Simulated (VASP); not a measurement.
Input of a VASP 6.6.1 run:

The input INCAR:

```
SYSTEM = TaN
PREC = Accurate ; ENCUT = 520
EDIFF = 1E-6 ; ISMEAR = -1
SIGMA = 0.01 ; LREAL = .FALSE.
LASPH = .TRUE. ; NELM = 80
ALGO = Normal ; ISIF = 2
LWAVE = .FALSE. ; LCHARG = .FALSE.
GGA = PE ; NBANDS = 24
```

File KPOINTS:

```
regular mesh
0
G
  9 9 5
  0 0 0
```

POSCAR

```
TaN
1.0
    3.0581283054      0.0000000000      0.0000000000
   -1.5290641527      2.6484168005      0.0000000000
    0.0000000000      0.0000000000      4.9343389905
Ta N
2 2
Direct
    0.0000000000      0.0000000000      0.0000000000
    0.0000000000      0.0000000000      0.5000000000
    0.3333333333      0.6666666667      0.2500000000
    0.6666666667      0.3333333333      0.7500000000
```

Potentials or basis: VASP PAW PBE potentials, release 64 (Ta_pv, N).

The run is started by

```console
$ cat potpaw_PBE.64/Ta_pv/POTCAR potpaw_PBE.64/N/POTCAR > POTCAR
$ mpirun -np 1 vasp_std > vasp.out
```

Q: What does it give for the pressure?

A: 55.7 GPa.

Q: Estimate the band gap on the k mesh.

A: Zero (band 16 reaches 10.48 eV, above the bottom of band 17 at 7.97 eV).

Stress tensor (GPa, compression positive):
```
 28.16   0.00   0.00
  0.00  28.16   0.00
  0.00   0.00 110.92
```

Caveat: spin-orbit coupling is left out, which moves the levels of the heavy elements.
